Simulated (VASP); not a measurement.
Set up this calculation in VASP 6.6.1, as the native input.

```
Task                   : single point
Functional             : PBE
Dispersion             : D3(BJ)
Potentials or basis    : VASP PAW PBE potentials, release 64 (Bi_d)
Cutoff                 : 520 eV
k mesh                 : 3 × 3 × 1
Occupations            : gaussian, width 0.1 eV
Spin                   : no spin polarisation
Dipole correction      : yes
Further INCAR settings : LREAL = Auto; ALGO = Normal; EDIFF = 1e-07; NBANDS = 134
```

The structure of Bi lies in POSCAR:

```
Bi
1.0
    9.0651812798      0.0000000000      0.0000000000
   -4.5325906399      8.2023281398      0.0000000000
    0.0000000000      0.0000000000     23.8924415716
Bi
16
Direct
    0.4860765306      0.4721530611      0.3348339255
    0.4860765306      0.9721530611      0.3348339255
    0.9860765306      0.4721530611      0.3348339255
    0.9860765306      0.9721530611      0.3348339255
    0.6666057789      0.3332115579      0.4086748389
    0.6666057789      0.8332115579      0.4086748389
    0.1666057790      0.3332115579      0.4086748389
    0.1666057790      0.8332115579      0.4086748389
    0.8188916442      0.6403555359      0.5048245117
    0.8150421841      0.1387766067      0.5041104195
    0.3207505393      0.6419619361      0.5052204530
    0.3208967931      0.1398057378      0.5054063160
    0.9841157998      0.4701287643      0.5697224716
    0.9836418642      0.9737746718      0.5697295338
    0.4855858171      0.4725714456      0.5712426807
    0.4846729131      0.9717209830      0.5730330301
```

One way to write it, as run:

INCAR

```
ALGO = Normal
DIPOL = 0.5 0.5 0.455
EDIFF = 1E-7
ENCUT = 520
GGA = PE
IDIPOL = 3
ISIF = 2
ISMEAR = 0
IVDW = 12
KPAR = 2
LASPH = T
LCHARG = T
LDIPOL = T
LREAL = Auto
LVACPOTAV = T
LVHAR = T
LWAVE = F
NBANDS = 134
NELM = 100
PREC = Accurate
SIGMA = 0.1
```

KPOINTS

```
k-points
0
Gamma
  3 3 1
```

Potentials or basis: VASP PAW PBE potentials, release 64 (Bi_d).

The run is started by

```sh
$ cat potpaw_PBE.64/Bi_d/POTCAR > POTCAR
$ mpirun -np 4 vasp_std > vasp.out
```

It gave:

```json
{
  "Largest force": "0.855 eV/Å",
  "Dispersion energy per atom": "-0.297 eV"
}
```

Run time: 15 min on 4 MPI ranks on Intel(R) Xeon(R) 6975P-C (Granite Rapids), on a shared host, peak memory 1.1 GiB a rank.
